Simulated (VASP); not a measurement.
Mo3N: single point with PBE

System: Mo3N, a slab with vacuum.

```xyz
8
Lattice="4.4696 0.0000 0.0000 -2.2348 3.8708 0.0000 0.0000 0.0000 20.8596" Properties=species:S:1:pos:R:3 pbc="T T T"
Mo    2.2348    1.2903    4.0000
Mo    0.0000    2.5805    4.9123
Mo    0.0000    0.0000    5.8247
Mo    2.2348    1.2903    6.6566
Mo    0.0000    2.5805    7.4686
Mo    0.0000    0.0000    8.2596
N     2.4831    0.8602   12.5094
N     2.4831    0.8602   13.6118
```

```json
{"Program": "VASP 6.6.1", "Task": "single point", "Functional": "PBE", "Potentials or basis": "VASP PAW PBE potentials, release 64 (Mo_sv, N)", "Cutoff": "520 eV", "k mesh": "6 × 6 × 1", "Occupations": "gaussian, width 0.1 eV", "Spin": "no spin polarisation", "Dipole correction": "yes", "Further INCAR settings": "ALGO = Normal; EDIFF = 1e-06; NBANDS = 57"}
```

The largest force is 1.740 eV/Å and the band gap on the k mesh is zero (bands 47 and 48 overlap by 0.11 eV).

Forces in eV/Å, atoms in the order of the input:
```
Mo   0.000  0.000  1.439
Mo  -0.001  0.001 -0.261
Mo   0.000  0.000 -1.374
Mo   0.000 -0.001 -0.084
Mo  -0.001  0.001  0.086
Mo  -0.001  0.001  0.192
N    0.003 -0.002 -1.739
N   -0.002  0.001  1.740
```

Levels at points of the mesh, in eV from the Fermi level:
```tsv
k point	band 43	band 44	band 45	band 46	band 47	band 48	band 49	band 50	band 51	band 52
(0.00, 0.00, 0.00)	-1.23	-1.23	-1.21	-1.21	-1.00	-0.07	1.14	1.14	1.26	1.26
(0.50, 0.00, 0.00)	-1.44	-1.27	-0.65	-0.36	0.03	0.06	0.21	0.70	1.19	1.36
(0.00, 0.50, 0.00)	-1.44	-1.27	-0.65	-0.36	0.03	0.06	0.21	0.70	1.19	1.37
(0.50, 0.50, 0.00)	-1.44	-1.27	-0.65	-0.36	0.03	0.06	0.20	0.70	1.19	1.36
```

Run time: 8.7 min on 1 thread of Intel(R) Xeon(R) 6975P-C (Granite Rapids), on a shared host, peak memory 0.66 GiB.

Caveat: the standard files for N, O and F lose accuracy on very short bonds.
